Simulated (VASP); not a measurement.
# KCl (P6_3/mmc) in VASP: a series of runs

The runs below take KCl through single point, with PBE.

All numbers are computed with VASP 6.6.1; they aren't measurements. Logs are shortened: lines on timing, memory, paths and dates and some standing lists are left out, and cuts for length are marked.

## 1. The cell of the first run

Symmetry: P6_3/mmc, No. 194, hexagonal system. The conventional cell has a = 5.282 Å, b = 5.282 Å, c = 6.192 Å, α = 90.00°, β = 90.00°, γ = 120.00°. K (site symmetry -6m2) has 5 Cl at 3.05 to 3.10 Å within 4.0 Å. Within 4.0 Å of Cl (site symmetry -6m2) lie 5 K at 3.05 to 3.10 Å.

## 2. Single point, PBE (37.40 Å³/atom)

The input, INCAR:

```
ALGO = Normal
EDIFF = 1E-6
ENCUT = 520
GGA = PE
ISIF = 2
ISMEAR = 0
LASPH = T
LCHARG = F
LREAL = F
LWAVE = F
NBANDS = 24
NELM = 100
PREC = Accurate
SIGMA = 0.01
```

The input, KPOINTS:

```
k-points
0
Gamma
  6 6 4
```

The input, POSCAR:

```
KCl
1.0
    5.2817995731      0.0000000000      0.0000000000
   -2.6408997866      4.5741726080      0.0000000000
    0.0000000000      0.0000000000      6.1922810727
K Cl
2 2
Direct
    0.3333333333      0.6666666667     -0.0624984477
    0.6666666667      0.3333333333      0.4375015523
    0.3333333333      0.6666666667      0.4374984477
    0.6666666667      0.3333333333      0.9374984477
```

Potentials or basis: VASP PAW PBE potentials, release 64 (K_sv, Cl).

On the command line:

```console
$ cat potpaw_PBE.64/K_sv/POTCAR potpaw_PBE.64/Cl/POTCAR > POTCAR
$ mpirun -np 1 vasp_std > vasp.out
```

OUTCAR:

```text
EDIFF = 1E-6
   ENCUT = 520
   GGA = PE
   ISIF = 2
   ISMEAR = 0
   LASPH = T
   LREAL = F
   NELM = 100
   PREC = Accurate

 ion  position               nearest neighbor table
   1  0.333  0.667  0.938-   4 3.05   4 3.05   4 3.05   3 3.10   3 3.10
   2  0.667  0.333  0.438-   3 3.05   3 3.05   3 3.05   4 3.10   4 3.10
   3  0.333  0.667  0.437-   2 3.05   2 3.05   2 3.05   1 3.10   1 3.10
   4  0.667  0.333  0.937-   1 3.05   1 3.05   1 3.05   2 3.10   2 3.10

  LATTYP: Found a hexagonal cell.
 ALAT       =     5.2817995731
 C/A-ratio  =     1.1723809257

  Lattice vectors:

 A1 = (   5.2817995731,   0.0000000000,   0.0000000000)
 A2 = (  -2.6408997866,   4.5741726080,   0.0000000000)
 A3 = (   0.0000000000,   0.0000000000,   6.1922810727)

Analysis of symmetry for initial positions (statically):
=====================================================================
 Subroutine PRICEL returns:
 Original cell was already a primitive cell.

 Routine SETGRP: Setting up the symmetry group for a
 hexagonal supercell.

 Subroutine GETGRP returns: Found 24 space group operations
 (whereof  6 operations were pure point group operations)
 out of a pool of 24 trial point group operations.

The static configuration has the point symmetry C_3v.
 The point group associated with its full space group is D_6h.

Analysis of symmetry for dynamics (positions and initial velocities):
=====================================================================
 Subroutine PRICEL returns:
 Original cell was already a primitive cell.

 Routine SETGRP: Setting up the symmetry group for a
 hexagonal supercell.

 Subroutine GETGRP returns: Found 24 space group operations
 (whereof  6 operations were pure point group operations)
 out of a pool of 24 trial point group operations.

The dynamic configuration has the point symmetry C_3v.
 The point group associated with its full space group is D_6h.

 Subroutine INISYM returns: Found 24 space group operations
 (whereof  6 operations are pure point group operations),
 and found     1 'primitive' translations

----------------------------------------------------------------------------------------

                                     Primitive cell

  volume of cell :     149.6047

  direct lattice vectors                    reciprocal lattice vectors
     5.281799573  0.000000000  0.000000000     0.189329411  0.109309386  0.000000000
    -2.640899787  4.574172608  0.000000000     0.000000000  0.218618772  0.000000000
     0.000000000  0.000000000  6.192281073     0.000000000  0.000000000  0.161491377

  length of vectors
     5.281799573  5.281799573  6.192281073     0.218618772  0.218618772  0.161491377

  position of ions in fractional coordinates (direct lattice)
     0.333333333  0.666666667  0.937501552
     0.666666667  0.333333333  0.437501552
     0.333333333  0.666666667  0.437498448
     0.666666667  0.333333333  0.937498448

  ion indices of the primitive-cell ions
   primitive index   ion index
                 1           1
                 2           2
                 3           3
                 4           4

----------------------------------------------------------------------------------------

 KPOINTS: k-points

Automatic generation of k-mesh.
 Grid dimensions read from file:
 generate k-points for:    6    6    4

 Generating k-lattice:

  Cartesian coordinates                     Fractional coordinates (reciprocal lattice)
     0.031554902  0.018218231  0.000000000     0.166666667  0.000000000  0.000000000
     0.000000000  0.036436462  0.000000000     0.000000000  0.166666667  0.000000000
     0.000000000  0.000000000  0.040372844     0.000000000  0.000000000  0.250000000

  Length of vectors
     0.036436462  0.036436462  0.040372844

  Shift w.r.t. Gamma in fractional coordinates (k-lattice)
     0.000000000  0.000000000  0.000000000

 Subroutine IBZKPT returns following result:
 ===========================================

 Found     21 irreducible k-points:

 Following reciprocal coordinates:
            Coordinates               Weight
  0.000000  0.000000  0.000000      1.000000
  0.166667  0.000000  0.000000      6.000000
  0.333333  0.000000  0.000000      6.000000
  0.500000  0.000000  0.000000      3.000000
  0.166667  0.166667  0.000000      6.000000
  0.333333  0.166667  0.000000     12.000000
[... 13 lines left out ...]
  0.333333  0.166667  0.500000     12.000000
  0.333333  0.333333  0.500000      2.000000
   k-points           NKPTS =     21   k-points in BZ     NKDIM =     21   number of bands    NBANDS=     24
   number of dos      NEDOS =    301   number of ions     NIONS =      4
   total plane-waves  NPLWV =  76800
   dimension x,y,z NGX =    40 NGY =   40 NGZ =   48
   dimension x,y,z NGXF=    80 NGYF=   80 NGZF=   96
   ions per type =               2   2
   NGX,Y,Z   is equivalent  to a cutoff of  12.59, 12.59, 12.89 a.u.
   NGXF,Y,Z  is equivalent  to a cutoff of  25.18, 25.18, 25.77 a.u.
 SYSTEM =  unknown system
   PREC   = accura    normal or accurate (medium, high low for compatibility)
   ISTART =      0    job   : 0-new  1-cont  2-samecut
   ICHARG =      2    charge: 1-file 2-atom 10-const
   ISPIN  =      1    spin polarized calculation?
   LNONCOLLINEAR =      F non collinear calculations
   LSORBIT =      F    spin-orbit coupling
   LASPH  =      T    aspherical Exc in radial PAW
   ENCUT  =  520.0 eV  38.22 Ry    6.18 a.u.   9.82  9.82 11.51*2*pi/ulx,y,z
   NELM   =    100;   NELMIN=  2; NELMDL= -5     # of ELM steps
   EDIFF  = 0.1E-05   stopping-criterion for ELM
   LREAL  =      F    real-space projection
   EDIFFG = 0.1E-04   stopping-criterion for IOM
   NSW    =      0    number of steps for IOM
   IBRION =     -1    ionic relax: 0-MD 1-quasi-New 2-CG
   NFREE  =      0    steps in history (QN), initial steepest desc. (CG)
   ISIF   =      2    stress and relaxation
   ISYM   =      2    0-nonsym 1-usesym 2-fastsym
   POTIM  = 0.5000    time-step for ionic-motion
   TEBEG  =    0.0;   TEEND  =   0.0 temperature during run
   PSTRESS=    0.0 pullay stress
   NELECT =      32.0000    total number of electrons
   NUPDOWN=      -1.0000    fix difference up-down
   EMIN   =  10.00;   EMAX   =-10.00  energy-range for DOS
   EFERMI =   0.00;   METHOD = LEGACY
   ISMEAR =     0;   SIGMA  =   0.01  broadening in eV -4-tet -1-fermi 0-gaus
   EFERMI_NEDOS =   21; number of points for ismear=-14 and -15
   IALGO  =     38    algorithm
   IMIX   =      4    mixing-type and parameters
     AMIX     =   0.40;   BMIX     =  1.00
     AMIX_MAG =   1.60;   BMIX_MAG =  1.00
  volume/ion in A,a.u.               =      37.40       252.40
  Fermi-wavevector in a.u.,A,eV,Ry     =   0.979061  1.850157 13.042008  0.958561
  Thomas-Fermi vector in A             =   2.109885
   LORBIT       =      0    0 simple, 1 ext, 2 COOP (PROOUT), +10 PAW based schemes
   GGA     = PE    functional components
   LHFCALC =     F    Hartree Fock is set to
   AEXX    =    0.0000 exact exchange contribution
   IVDW    =     0    specifies the selected vdW correction
   LEPSILON=     F    determine dielectric tensor
   LRPA    =     F    only Hartree local field effects (RPA)
 non-spin polarized calculation
 Gauss-broadening in eV      SIGMA  =   0.01
  energy-cutoff  :      520.00
  volume of cell :      149.60
 maximum number of plane-waves:      4056
 NGX is ok and might be reduce to    40
   NGX = 19   NGY = 19   NGZ = 23

 number of electron      32.0000002 magnetization

 Free energy of the ion-electron system (eV)
  ---------------------------------------------------
  ext. energy  EPLUGINS =         0.00000000
  ---------------------------------------------------
  free energy    TOTEN  =       -13.42694756 eV

  energy without entropy =      -13.42694756  energy(sigma->0) =      -13.42694756

 E-fermi :  -2.3962     XC(G=0):  -6.6383

 val. band max:       -2.5382421840   @ k =   0.0000   0.0000   0.0000
 cond. band min:       2.2922138767   @ k =   0.0000   0.0000   0.0000
 fundamental gap:      4.8304560607
 Fermi energy:        -2.3962245532

 k-point     1 :       0.0000    0.0000    0.0000
  band No.  band energies     occupation
      1     -29.7987      2.00000
      2     -29.7843      2.00000
      3     -14.6330      2.00000
      4     -14.5420      2.00000
      5     -13.3929      2.00000
      6     -13.3471      2.00000
[... 16 lines left out ...]
     23       6.6256      0.00000
     24       7.0597      0.00000

 k-point     2 :       0.1667    0.0000    0.0000
  band No.  band energies     occupation
      1     -29.7976      2.00000
      2     -29.7848      2.00000
      3     -14.6674      2.00000
      4     -14.5918      2.00000
      5     -13.3840      2.00000
      6     -13.3521      2.00000
[... 16 lines left out ...]
     23       6.6579      0.00000
     24       6.8103      0.00000

 k-point     3 :       0.3333    0.0000    0.0000
  band No.  band energies     occupation
      1     -29.7948      2.00000
      2     -29.7865      2.00000
      3     -14.7271      2.00000
      4     -14.6832      2.00000
      5     -13.3616      2.00000
      6     -13.3614      2.00000
[... 16 lines left out ...]
     23       6.8439      0.00000
     24       6.9133      0.00000
[... 433 lines left out ...]
 k-point    20 :       0.3333    0.1667    0.5000
  band No.  band energies     occupation
      1     -29.7902      2.00000
      2     -29.7902      2.00000
      3     -14.8420      2.00000
      4     -14.8420      2.00000
      5     -13.3347      2.00000
      6     -13.3347      2.00000
[... 16 lines left out ...]
     23       6.8189      0.00000
     24       6.8189      0.00000

 k-point    21 :       0.3333    0.3333    0.5000
  band No.  band energies     occupation
      1     -29.7901      2.00000
      2     -29.7901      2.00000
      3     -14.8562      2.00000
      4     -14.8562      2.00000
      5     -13.3404      2.00000
      6     -13.3404      2.00000
[... 16 lines left out ...]
     23       6.7625      0.00000
     24       6.7625      0.00000

------------------------ aborting loop because EDIFF is reached ----------------------------------------

  FORCE on cell =-STRESS in cart. coord.  units (eV):
  Direction    XX          YY          ZZ          XY          YZ          ZX
  --------------------------------------------------------------------------------------
  -------------------------------------------------------------------------------------
  Total        0.8461758      0.8461758      0.9873511     -0.0000000      0.0000000      0.0000000
  in kB        9.0620418      9.0620418     10.5739455     -0.0000000      0.0000000      0.0000000
  external PRESSURE =       9.5660097 kB  Pullay stress =       0.0000000 kB

 VOLUME and BASIS-vectors are now :
 -----------------------------------------------------------------------------
  energy-cutoff  :      520.00
  volume of cell :      149.60
      direct lattice vectors                 reciprocal lattice vectors
     5.281799573  0.000000000  0.000000000     0.189329411  0.109309386  0.000000000
    -2.640899787  4.574172608  0.000000000     0.000000000  0.218618772  0.000000000
     0.000000000  0.000000000  6.192281073     0.000000000  0.000000000  0.161491377

 POSITION                                       TOTAL-FORCE (eV/Angst)
 -----------------------------------------------------------------------------------
     -0.00000      3.04945      5.80527        -0.000000     -0.000000     -0.000000
      2.64090      1.52472      2.70913         0.000000     -0.000000     -0.000000
     -0.00000      3.04945      2.70911         0.000000     -0.000000      0.000000
      2.64090      1.52472      5.80525        -0.000000      0.000000      0.000000
 -----------------------------------------------------------------------------------
    total drift:                               -0.000000      0.000000      0.037307

  FREE ENERGIE OF THE ION-ELECTRON SYSTEM (eV)
  ---------------------------------------------------
  free  energy   TOTEN  =       -13.4269475575 eV

  energy  without entropy=      -13.4269475575  energy(sigma->0) =      -13.42694756
```

Wall time 36 s (1 thread of Intel Xeon 6975P-C (Granite Rapids), shared host); peak memory 0.28 GiB.

Results:

- Free energy: -13.4269 eV
- Pressure: 1.0 GPa
- Band gap on the k mesh: 4.83 eV

Levels at points of the mesh, in eV from the valence-band top:
| k point | band 12 | band 13 | band 14 | band 15 | band 16 | band 17 | band 18 | band 19 | band 20 | band 21 |
| --- | --- | --- | --- | --- | --- | --- | --- | --- | --- | --- |
| (0.00, 0.00, 0.00) | -0.45 | -0.45 | -0.30 | -0.30 | 0.00 | 4.83 | 8.14 | 8.22 | 8.22 | 9.08 |
| (0.50, 0.00, 0.00) | -0.44 | -0.44 | -0.39 | -0.22 | -0.14 | 6.51 | 7.33 | 7.44 | 7.55 | 8.90 |
| (0.00, 0.00, 0.50) | -0.62 | -0.39 | -0.39 | -0.39 | -0.39 | 6.12 | 6.12 | 9.53 | 9.53 | 9.53 |
| (0.50, 0.00, 0.50) | -0.86 | -0.32 | -0.32 | -0.30 | -0.30 | 6.93 | 6.93 | 8.77 | 8.77 | 8.98 |

A k mesh can miss the band edges.

## 3. Single point, PBE

This run uses another cell than the first one, of 38.57 Å³/atom.

The input, INCAR:

```
SYSTEM = KCl
  PREC = Accurate
  ENCUT = 520
  EDIFF = 1E-7
  ISMEAR = 0
  SIGMA = 0.01
  LREAL = .FALSE.
  LASPH = .TRUE.
  NELM = 60
  ALGO = Normal
  ISIF = 2
  LWAVE = .FALSE.
  LCHARG = .FALSE.
  GGA = PE
  NBANDS = 24
```

The input, KPOINTS:

```
Automatic mesh
0
G
  6 6 4
  0 0 0
```

The input, POSCAR:

```
KCl
1.0
    5.3438034114      0.0000000000      0.0000000000
   -2.6719017057      4.6278695071      0.0000000000
    0.0000000000      0.0000000000      6.2391671480
K Cl
2 2
Direct
    0.3333333333      0.6666666667     -0.0625000000
    0.6666666667      0.3333333333      0.4375000000
    0.3333333333      0.6666666667      0.4375000000
    0.6666666667      0.3333333333      0.9375000000
```

Potentials or basis: VASP PAW PBE potentials, release 64 (K_sv, Cl).

On the command line:

```console
$ cat potpaw_PBE.64/K_sv/POTCAR potpaw_PBE.64/Cl/POTCAR > POTCAR
$ mpirun -np 1 vasp_std > vasp.out
```

Run time: 41 s. Hardware: 1 thread of Intel Xeon 6975P-C (Granite Rapids), shared host; peak memory 0.28 GiB.

It converged, with:

| Quantity | Value |
| --- | --- |
| Free energy | -13.4482 eV |
| Pressure | 0.5 GPa |
| Band gap on the k mesh | 4.77 eV |

Stress tensor (GPa, compression positive):
```
0.40 0.00 0.00
0.00 0.40 0.00
0.00 0.00 0.59
```

Levels at points of the mesh, in eV from the valence-band top:
```tsv
k point	band 12	band 13	band 14	band 15	band 16	band 17	band 18	band 19	band 20	band 21
(0.00, 0.00, 0.00)	-0.43	-0.43	-0.28	-0.28	0.00	4.77	8.04	8.19	8.19	9.05
(0.50, 0.00, 0.00)	-0.42	-0.42	-0.38	-0.21	-0.14	6.47	7.29	7.32	7.55	8.76
(0.00, 0.00, 0.50)	-0.59	-0.37	-0.37	-0.37	-0.37	6.04	6.04	9.44	9.44	9.44
(0.50, 0.00, 0.50)	-0.82	-0.30	-0.30	-0.28	-0.28	6.89	6.89	8.60	8.60	8.92
```

## 4. Single point, PBE (38.59 Å³/atom)

This run uses another cell than the first one, of 38.59 Å³/atom.

The input, INCAR:

```
  PREC = Accurate
  ENCUT = 520
  EDIFF = 1E-6
  ISMEAR = 0
  SIGMA = 0.01
  LREAL = F
  LASPH = T
  NELM = 100
  ALGO = Normal
  ISIF = 2
  LWAVE = F
  LCHARG = F
  GGA = PE
  NBANDS = 24
```

The input, KPOINTS:

```
Automatic mesh
0
Gamma
  6 6 4
```

The input, POSCAR:

```
KCl
1.0
    5.3374015494      0.0000000000      0.0000000000
   -2.6687007747      4.6223253320      0.0000000000
    0.0000000000      0.0000000000      6.2574677691
K Cl
2 2
Direct
    0.3333333333      0.6666666667     -0.0624984477
    0.6666666667      0.3333333333      0.4375015523
    0.3333333333      0.6666666667      0.4374984477
    0.6666666667      0.3333333333      0.9374984477
```

On the command line:

```console
$ cat potpaw_PBE.64/K_sv/POTCAR potpaw_PBE.64/Cl/POTCAR > POTCAR
$ mpirun -np 1 vasp_std > vasp.out
```

It took 34 s on 1 thread of Intel Xeon 6975P-C (Granite Rapids), shared host; peak memory 0.27 GiB.

The run converged. Its results:

| Item | Value |
| --- | --- |
| Free energy | -13.4488 eV |
| Pressure | 0.5 GPa |
| Band gap on the k mesh | 4.77 eV |

Levels at points of the mesh, in eV from the valence-band top:
| k point | band 13 | band 14 | band 15 | band 16 | band 17 | band 18 | band 19 | band 20 |
| --- | --- | --- | --- | --- | --- | --- | --- | --- |
| (0.00, 0.00, 0.00) | -0.42 | -0.28 | -0.28 | 0.00 | 4.77 | 8.03 | 8.20 | 8.20 |
| (0.50, 0.00, 0.00) | -0.42 | -0.38 | -0.21 | -0.13 | 6.47 | 7.29 | 7.31 | 7.55 |
| (0.00, 0.00, 0.50) | -0.37 | -0.37 | -0.37 | -0.37 | 6.04 | 6.04 | 9.44 | 9.44 |
| (0.50, 0.00, 0.50) | -0.30 | -0.30 | -0.27 | -0.27 | 6.89 | 6.89 | 8.60 | 8.60 |

(Part 1 of 2 ends here.)
